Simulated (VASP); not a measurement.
# Ti (Im-3m) in VASP: a series of runs

Aim: see how the results for Ti move with the level of theory and the settings. Levels: LDA, PBEsol+U. Tasks: single point, relaxation of cell and atoms.

Program: VASP 6.6.1. These are calculated values, not measurements. Logs are shortened: lines on timing, memory, paths and dates and some standing lists are left out, and cuts for length are marked.

### Step 1. The cell of the first run

The structure is cubic, space group Im-3m (No. 229). Conventional cell: a = 3.282 Å, b = 3.282 Å, c = 3.282 Å, α = 90.00°, β = 90.00°, γ = 90.00°. Ti (site symmetry m-3m) has 14 Ti at 2.84 to 3.28 Å within 3.7 Å.

### Step 2. Single point, LDA

INCAR reads:

```
ALGO = Normal
EDIFF = 1E-6
ENCUT = 520
GGA = CA
ISIF = 2
ISMEAR = -1
LASPH = T
LCHARG = F
LREAL = F
LWAVE = F
NBANDS = 12
NELM = 80
PREC = Accurate
SIGMA = 0.05
```

KPOINTS reads:

```
k-points
0
Gamma
  11 11 11
```

POSCAR reads:

```
Ti
1.0
   -1.6410000000      1.6410000000      1.6410000000
    1.6410000000     -1.6410000000      1.6410000000
    1.6410000000      1.6410000000     -1.6410000000
Ti
1
Direct
    0.0000000000      0.0000000000      0.0000000000
```

Potentials or basis: VASP PAW LDA potentials, release 64 (Ti_sv).

Run with:

```bash
$ cat potpaw_LDA.64/Ti_sv/POTCAR > POTCAR
$ mpirun -np 1 vasp_std > vasp.out
```

OUTCAR:

```text
EDIFF = 1E-6
   ENCUT = 520
   GGA = CA
   ISIF = 2
   ISMEAR = -1
   LASPH = T
   LREAL = F
   NELM = 80
   PREC = Accurate

 ion  position               nearest neighbor table
   1  0.000  0.000  0.000-

  LATTYP: Found a body centered cubic cell.
 ALAT       =     3.2820000000

  Lattice vectors:

 A1 = (  -1.6410000000,   1.6410000000,   1.6410000000)
 A2 = (   1.6410000000,  -1.6410000000,   1.6410000000)
 A3 = (   1.6410000000,   1.6410000000,  -1.6410000000)

Analysis of symmetry for initial positions (statically):
=====================================================================
 Subroutine PRICEL returns:
 Original cell was already a primitive cell.

 Routine SETGRP: Setting up the symmetry group for a
 body centered cubic supercell.

 Subroutine GETGRP returns: Found 48 space group operations
[... 9 lines left out ...]

 Routine SETGRP: Setting up the symmetry group for a
 body centered cubic supercell.

 Subroutine GETGRP returns: Found 48 space group operations
[... 11 lines left out ...]
                                     Primitive cell

  volume of cell :      17.6761

  direct lattice vectors                    reciprocal lattice vectors
    -1.641000000  1.641000000  1.641000000     0.000000000  0.304692261  0.304692261
     1.641000000 -1.641000000  1.641000000     0.304692261  0.000000000  0.304692261
     1.641000000  1.641000000 -1.641000000     0.304692261  0.304692261  0.000000000

  length of vectors
     2.842295375  2.842295375  2.842295375     0.430899928  0.430899928  0.430899928

  position of ions in fractional coordinates (direct lattice)
     0.000000000  0.000000000  0.000000000

  ion indices of the primitive-cell ions
   primitive index   ion index
                 1           1

----------------------------------------------------------------------------------------

 KPOINTS: k-points

Automatic generation of k-mesh.
 Grid dimensions read from file:
 generate k-points for:   11   11   11

 Generating k-lattice:

  Cartesian coordinates                     Fractional coordinates (reciprocal lattice)
     0.000000000  0.027699296  0.027699296     0.090909091  0.000000000  0.000000000
     0.027699296  0.000000000  0.027699296     0.000000000  0.090909091  0.000000000
     0.027699296  0.027699296  0.000000000     0.000000000  0.000000000  0.090909091

  Length of vectors
     0.039172721  0.039172721  0.039172721

  Shift w.r.t. Gamma in fractional coordinates (k-lattice)
     0.000000000  0.000000000  0.000000000

 Subroutine IBZKPT returns following result:
 ===========================================

 Found     56 irreducible k-points:

 Following reciprocal coordinates:
            Coordinates               Weight
  0.000000  0.000000  0.000000      1.000000
  0.090909  0.000000  0.000000     12.000000
  0.181818  0.000000  0.000000     12.000000
  0.272727  0.000000  0.000000     12.000000
  0.363636  0.000000  0.000000     12.000000
  0.454545  0.000000  0.000000     12.000000
[... 16 lines left out ...]
  0.272727  0.181818  0.090909     48.000000
  0.363636  0.181818  0.090909     24.000000
 [... further k-points ...]
   k-points           NKPTS =     56   k-points in BZ     NKDIM =     56   number of bands    NBANDS=     12
   number of dos      NEDOS =    301   number of ions     NIONS =      1
   total plane-waves  NPLWV =  13824
   dimension x,y,z NGX =    24 NGY =   24 NGZ =   24
   dimension x,y,z NGXF=    48 NGYF=   48 NGZF=   48
   ions per type =               1
   NGX,Y,Z   is equivalent  to a cutoff of  14.04, 14.04, 14.04 a.u.
   NGXF,Y,Z  is equivalent  to a cutoff of  28.08, 28.08, 28.08 a.u.
 SYSTEM =  unknown system
   PREC   = accura    normal or accurate (medium, high low for compatibility)
   ISTART =      0    job   : 0-new  1-cont  2-samecut
   ICHARG =      2    charge: 1-file 2-atom 10-const
   ISPIN  =      1    spin polarized calculation?
   LNONCOLLINEAR =      F non collinear calculations
   LSORBIT =      F    spin-orbit coupling
   LASPH  =      T    aspherical Exc in radial PAW
   ENCUT  =  520.0 eV  38.22 Ry    6.18 a.u.   5.28  5.28  5.28*2*pi/ulx,y,z
   NELM   =     80;   NELMIN=  2; NELMDL= -5     # of ELM steps
   EDIFF  = 0.1E-05   stopping-criterion for ELM
   LREAL  =      F    real-space projection
   EDIFFG = 0.1E-04   stopping-criterion for IOM
   NSW    =      0    number of steps for IOM
   IBRION =     -1    ionic relax: 0-MD 1-quasi-New 2-CG
   NFREE  =      0    steps in history (QN), initial steepest desc. (CG)
   ISIF   =      2    stress and relaxation
   ISYM   =      2    0-nonsym 1-usesym 2-fastsym
   POTIM  = 0.5000    time-step for ionic-motion
   TEBEG  =    0.0;   TEEND  =   0.0 temperature during run
   PSTRESS=    0.0 pullay stress
   NELECT =      12.0000    total number of electrons
   NUPDOWN=      -1.0000    fix difference up-down
   EMIN   =  10.00;   EMAX   =-10.00  energy-range for DOS
   EFERMI =   0.00;   METHOD = LEGACY
   ISMEAR =    -1;   SIGMA  =   0.05  broadening in eV -4-tet -1-fermi 0-gaus
   EFERMI_NEDOS =   21; number of points for ismear=-14 and -15
   IALGO  =     38    algorithm
   IMIX   =      4    mixing-type and parameters
     AMIX     =   0.40;   BMIX     =  1.00
     AMIX_MAG =   1.60;   BMIX_MAG =  1.00
  volume/ion in A,a.u.               =      17.68       119.28
  Fermi-wavevector in a.u.,A,eV,Ry     =   1.438821  2.718977 28.166848  2.070205
  Thomas-Fermi vector in A             =   2.557745
   LORBIT       =      0    0 simple, 1 ext, 2 COOP (PROOUT), +10 PAW based schemes
   GGA     = CA    functional components
   LHFCALC =     F    Hartree Fock is set to
   AEXX    =    0.0000 exact exchange contribution
   IVDW    =     0    specifies the selected vdW correction
   LEPSILON=     F    determine dielectric tensor
   LRPA    =     F    only Hartree local field effects (RPA)
 non-spin polarized calculation
  energy-cutoff  :      520.00
  volume of cell :       17.68
 maximum number of plane-waves:       486
 NGX is ok and might be reduce to    24
   NGX = 11   NGY = 11   NGZ = 11

 number of electron      12.0000001 magnetization

 Free energy of the ion-electron system (eV)
  ---------------------------------------------------
  ext. energy  EPLUGINS =         0.00000000
  ---------------------------------------------------
  free energy    TOTEN  =        -8.40241122 eV

  energy without entropy =       -8.38098564  energy(sigma->0) =       -8.39169843

 E-fermi :   7.6552     XC(G=0): -11.6954

 val. band max:        7.6366218081   @ k =   0.1818   0.0909   0.0909
 cond. band min:       7.6745916275   @ k =  -0.3636   0.3636   0.0909
 fundamental gap:      0.0379698194
 Fermi energy:         7.6552014575

 k-point     1 :       0.0000    0.0000    0.0000
  band No.  band energies     occupation
      1     -48.1923      2.00000
      2     -24.4390      2.00000
      3     -24.4390      2.00000
      4     -24.4390      2.00000
      5       1.8277      2.00000
      6       8.6019      0.00000
      7       8.6019      0.00000
      8       8.6019      0.00000
      9      10.3392      0.00000
     10      10.3392      0.00000
     11      25.0352      0.00000
     12      25.0352      0.00000

 k-point     2 :       0.0909    0.0000    0.0000
  band No.  band energies     occupation
      1     -48.1821      2.00000
      2     -24.4933      2.00000
      3     -24.4559      2.00000
      4     -24.4394      2.00000
      5       2.1046      2.00000
      6       8.4790      0.00000
      7       8.5635      0.00000
      8       8.8032      0.00000
      9      10.2050      0.00000
     10      10.3473      0.00000
     11      24.5744      0.00000
     12      24.9748      0.00000

 k-point     3 :       0.1818    0.0000    0.0000
  band No.  band energies     occupation
      1     -48.1547      2.00000
      2     -24.6370      2.00000
      3     -24.5006      2.00000
      4     -24.4402      2.00000
      5       2.8812      2.00000
      6       8.1654      0.00007
      7       8.3587      0.00000
      8       9.3756      0.00000
      9      10.0321      0.00000
     10      10.3827      0.00000
     11      23.0496      0.00000
     12      24.3220      0.00000

 k-point     4 :       0.2727    0.0000    0.0000
  band No.  band energies     occupation
      1     -48.1186      2.00000
      2     -24.8212      2.00000
      3     -24.5588      2.00000
      4     -24.4414      2.00000
      5       3.9607      2.00000
      6       7.7853      0.13804
      7       8.0379      0.00095
      8      10.0861      0.00000
      9      10.2162      0.00000
     10      10.4607      0.00000
     11      20.6854      0.00000
     12      23.0214      0.00000

 k-point     5 :       0.3636    0.0000    0.0000
  band No.  band energies     occupation
      1     -48.0852      2.00000
      2     -24.9868      2.00000
      3     -24.6116      2.00000
      4     -24.4424      2.00000
      5       4.8864      2.00000
      6       7.4616      1.95925
      7       8.1065      0.00024
      8      10.2470      0.00000
      9      10.5679      0.00000
     10      11.1201      0.00000
     11      18.2332      0.00000
     12      21.8134      0.00000
[... 228 lines left out ...]
      1     -48.1722      2.00000
      2     -24.5115      2.00000
      3     -24.4729      2.00000
      4     -24.4729      2.00000
      5       2.3748      2.00000
      6       8.5645      0.00000
      7       8.5645      0.00000
      8       8.8051      0.00000
      9       9.8790      0.00000
     10      10.5041      0.00000
     11      24.0856      0.00000
     12      25.4008      0.00000

 k-point    22 :       0.1818    0.1818    0.0909
  band No.  band energies     occupation
      1     -48.0827      2.00000
      2     -24.9444      2.00000
      3     -24.6018      2.00000
      4     -24.5235      2.00000
      5       5.4623      2.00000
      6       7.2566      1.99931
      7       7.3673      1.99370
      8      10.3420      0.00000
      9      10.5789      0.00000
     10      12.0071      0.00000
     11      19.6938      0.00000
     12      19.8209      0.00000

 k-point    23 :       0.2727    0.1818    0.0909
  band No.  band energies     occupation
      1     -48.0632      2.00000
      2     -24.9756      2.00000
      3     -24.6881      2.00000
      4     -24.5391      2.00000
      5       6.1449      2.00000
      6       7.1053      1.99997
      7       7.4576      1.96226
      8      10.4531      0.00000
      9      10.6736      0.00000
     10      13.1546      0.00000
     11      17.3714      0.00000
     12      18.9669      0.00000

 k-point    24 :       0.3636    0.1818    0.0909
  band No.  band energies     occupation
      1     -48.0559      2.00000
      2     -24.9772      2.00000
      3     -24.7317      2.00000
      4     -24.5433      2.00000
      5       6.2345      2.00000
      6       7.0686      1.99998
      7       7.7347      0.33890
      8      10.5115      0.00000
      9      10.7010      0.00000
     10      13.9117      0.00000
     11      16.0923      0.00000
     12      18.6563      0.00000

 [... further k-points ...]
[... 5 lines left out ...]
  --------------------------------------------------------------------------------------
  -------------------------------------------------------------------------------------
  Total       -1.2108182     -1.2108182     -1.2108182      0.0000000      0.0000000      0.0000000
  in kB     -109.7498112   -109.7498112   -109.7498112      0.0000000      0.0000000      0.0000000
  external PRESSURE =    -109.7498112 kB  Pullay stress =       0.0000000 kB

 VOLUME and BASIS-vectors are now :
 -----------------------------------------------------------------------------
  energy-cutoff  :      520.00
  volume of cell :       17.68
      direct lattice vectors                 reciprocal lattice vectors
    -1.641000000  1.641000000  1.641000000     0.000000000  0.304692261  0.304692261
     1.641000000 -1.641000000  1.641000000     0.304692261  0.000000000  0.304692261
     1.641000000  1.641000000 -1.641000000     0.304692261  0.304692261  0.000000000

 POSITION                                       TOTAL-FORCE (eV/Angst)
 -----------------------------------------------------------------------------------
      0.00000      0.00000      0.00000         0.000000     -0.000000      0.000000
 -----------------------------------------------------------------------------------
    total drift:                               -0.000000      0.000000      0.000000

  FREE ENERGIE OF THE ION-ELECTRON SYSTEM (eV)
  ---------------------------------------------------
  free  energy   TOTEN  =        -8.4024112190 eV

  energy  without entropy=       -8.3809856420  energy(sigma->0) =       -8.39169843
```

It took 19 s on 1 thread of AMD EPYC 7R43 (Zen 3), shared host; peak memory 0.09 GiB.

Results:

* Free energy: -8.4024 eV
* Pressure: -11.0 GPa
* Band gap on the k mesh: zero (band 6 reaches 8.62 eV, above the bottom of band 7 at 7.07 eV)

Levels at points of the mesh, in eV from the Fermi level:
```tsv
k point	band 2	band 3	band 4	band 5	band 6	band 7	band 8	band 9	band 10	band 11
(0.00, 0.00, 0.00)	-32.09	-32.09	-32.09	-5.83	0.95	0.95	0.95	2.68	2.68	17.38
```

### Step 3. Relaxation of cell and atoms, LDA

INCAR reads:

```
PREC = Accurate
ENCUT = 600
EDIFF = 1E-6
ISMEAR = -1
SIGMA = 0.05
LREAL = F
LASPH = T
NELM = 60
ALGO = Normal
ISIF = 3
LWAVE = F
LCHARG = F
IBRION = 2
NSW = 60
EDIFFG = -0.01
```

KPOINTS reads:

```
regular mesh
0
Gamma
  11 11 11
```

POSCAR is that of step 2.

Potentials or basis: VASP PAW LDA potentials, release 64 (Ti_sv).

Run with:

```bash
$ cat potpaw_LDA.64/Ti_sv/POTCAR > POTCAR
$ mpirun -np 1 vasp_std > vasp.out
```

It took 42 s on 1 thread of AMD EPYC 7R43 (Zen 3), shared host; peak memory 0.1 GiB.

It converged, with:

* Free energy: -8.4710 eV
* Relaxed volume: 15.83 Å³/atom
* Relaxed cell: a = 2.740 Å, b = 2.740 Å, c = 2.740 Å, α = 109.47°, β = 109.47°, γ = 109.47°
* Space group after relaxing (to 0.05 Å): Im-3m (No. 229)
* Energy gained by relaxing: 68.9 meV/atom
* Ionic steps: 3
* Pressure after relaxing: 0.0 GPa
* Band gap on the k mesh: zero (band 6 reaches 9.90 eV, above the bottom of band 7 at 8.15 eV)

The path:
| step | energy change (eV) | largest force (eV/Å) | pressure (GPa) | volume (Å³) |
| --- | --- | --- | --- | --- |
| 1 | 0.0000 | 0.0000 | -10.97 | 17.68 |
| 2 | -0.0392 | 0.0000 | 9.36 | 14.76 |
| 3 | -0.0689 | 0.0000 | -0.01 | 15.83 |

Final structure:
```xyz
1
Lattice="-1.5818 1.5818 1.5818 1.5818 -1.5818 1.5818 1.5818 1.5818 -1.5818" Properties=species:S:1:pos:R:3 pbc="T T T"
Ti   -1.5818    1.5818    1.5818
```

Levels at points of the mesh, in eV from the Fermi level:
| k point | band 4 | band 5 | band 6 | band 7 | band 8 | band 9 |
| --- | --- | --- | --- | --- | --- | --- |
| (0.00, 0.00, 0.00) | -31.73 | -6.03 | 1.05 | 1.05 | 1.05 | 3.04 |

Caveat: the volume moved by -10 % from the deposited cell, more than functionals usually miss.

(Part 1 of 2 ends here.)
